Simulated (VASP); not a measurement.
## WC: electric field gradients with PBE

Crystal: WC.

```
CELL_PARAMETERS angstrom
2.90650 0.00000 0.00000
-1.45325 2.51710 0.00000
0.00000 0.00000 2.83660
ATOMIC_POSITIONS crystal
W 0.00000 0.00000 0.00000
C 0.66667 0.33333 0.50000
```

```json
{
 "Program": "VASP 6.6.1",
 "Task": "electric field gradients",
 "Functional": "PBE",
 "Potentials or basis": "VASP PAW PBE potentials, release 64 (W_sv, C_h)",
 "Cutoff": "1000 eV",
 "k mesh": "13 × 13 × 12",
 "Occupations": "fermi-dirac, width 0.05 eV",
 "Spin": "collinear spin",
 "Starting moments": "[2.0, 0.0] μB",
 "Dipole correction": "no",
 "Further INCAR settings": "ALGO = Normal; EDIFF = 1e-08; NBANDS = 20"
}
```

- Pressure: 6.7 GPa
- Band gap on the k mesh: zero (filled and empty bands overlap)
- Net moment: 0.00 μB per cell
- Largest electric field gradient by atom: W -140.6; C +0.3 V/Å²
- Valence electrons inside the program's atomic spheres: W 12.18; C 1.40

Stress tensor (GPa, compression positive):
```
6.79 0.00 0.00
0.00 6.79 0.00
0.00 0.00 6.47
```

Levels at points of the mesh, in eV from the Fermi level:
Spin up:
```csv
k point,band 7,band 8,band 9,band 10,band 11,band 12
"(0.00, 0.00, 0.00)",-3.34,-3.34,0.08,3.23,3.23,5.62
"(0.00, 0.00, 0.50)",-2.02,-2.02,-0.59,-0.59,3.66,4.52
```
Spin down:
| k point | band 5 | band 6 | band 7 | band 8 | band 9 | band 10 | band 11 | band 12 | band 13 | band 14 |
| --- | --- | --- | --- | --- | --- | --- | --- | --- | --- | --- |
| (0.00, 0.00, 0.00) | -14.46 | -4.32 | -3.34 | -3.34 | 0.08 | 3.23 | 3.23 | 5.62 | 5.62 | 6.37 |
| (0.00, 0.00, 0.50) | -10.43 | -8.66 | -2.02 | -2.02 | -0.59 | -0.59 | 3.66 | 4.52 | 4.52 | 9.96 |

Electric field gradients, principal values (V/Å²):
| atom | least | middle | greatest (by size) |
| --- | --- | --- | --- |
| 1 W | 70.277 | 70.278 | -140.555 |
| 2 C | -0.148 | -0.148 | 0.296 |

It took 4 min on 1 thread of Intel(R) Xeon(R) Platinum 8259CL CPU @ 2.50GHz (Skylake/Cascade Lake), with other jobs on the host, peak memory 0.37 GiB.

Caveat: the cell stands under pressure; without QUAD_EFG the Cq values of the log hold for a quadrupole moment of 1 mb, not for the nuclei; spin-orbit coupling is left out, which moves the levels of the heavy elements.
